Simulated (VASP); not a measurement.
Wanted: the native input for a VASP 6.6.1 run.

```
Task                   : electric field gradients
Functional             : r2SCAN
Potentials or basis    : VASP PAW PBE potentials, release 64 (Tc_pv)
Cutoff                 : 520 eV
k mesh                 : 18 × 18 × 10
Occupations            : gaussian, width 0.05 eV
Spin                   : no spin polarisation
Dipole correction      : no
Further INCAR settings : ALGO = Normal; EDIFF = 1e-08; NBANDS = 20
```

The system is Tc.

```
Tc
1.0
     2.73652    0.00000    0.00000
    -1.36826    2.36990    0.00000
     0.00000    0.00000    4.37805
Tc
2
Direct
  0.33333 0.66667 0.25000
  0.66667 0.33333 0.75000
```

The input as run:

POSCAR

```
Tc
1.0
    2.7365221524      0.0000000000      0.0000000000
   -1.3682610762      2.3698977020      0.0000000000
    0.0000000000      0.0000000000      4.3780458940
Tc
2
Direct
    0.3333333333      0.6666666667      0.2500000000
    0.6666666667      0.3333333333      0.7500000000
```

INCAR.step1

```
SYSTEM = Tc
ALGO = Normal ; EDIFF = 1E-4
ENCUT = 520 ; GGA = PE
ISMEAR = 0 ; LASPH = .True.
LCHARG = .False. ; LREAL = .False.
LWAVE = .True. ; NBANDS = 20
NELM = 80 ; PREC = Accurate
SIGMA = 0.05
```

INCAR.step2

```
SYSTEM = Tc
ALGO = Normal ; EDIFF = 1E-8
ENCUT = 520 ; ISIF = 2
ISMEAR = 0 ; ISTART = 1
LASPH = .True. ; LCHARG = .False.
LEFG = .True. ; LMIXTAU = .True.
LREAL = .False. ; LWAVE = .False.
METAGGA = R2SCAN ; NBANDS = 20
NELM = 80 ; PREC = Accurate
SIGMA = 0.05
```

KPOINTS

```
k-points
0
Gamma
  18 18 10
  0 0 0
```

Potentials or basis: VASP PAW PBE potentials, release 64 (Tc_pv).

The run is started by

```sh
$ cat potpaw_PBE.64/Tc_pv/POTCAR > POTCAR
$ cp INCAR.step1 INCAR
$ mpirun -np 1 vasp_std > vasp.out
$ cp INCAR.step2 INCAR
$ mpirun -np 1 vasp_std > vasp.out
```

Results of the run:

The pressure is 0.5 GPa. The band gap on the k mesh is zero (bands 13 and 14 overlap by 3.60 eV). The largest electric field gradient by atom is Tc -17.8 V/Å².

Caveat: without QUAD_EFG the Cq values of the log hold for a quadrupole moment of 1 mb, not for the nuclei; the PAW data sets were made with another functional, which shifts forces and pressure a little.

It took 3.4 min on 1 thread of Intel(R) Xeon(R) 6975P-C (Granite Rapids), with other jobs on the host, peak memory 0.22 GiB.
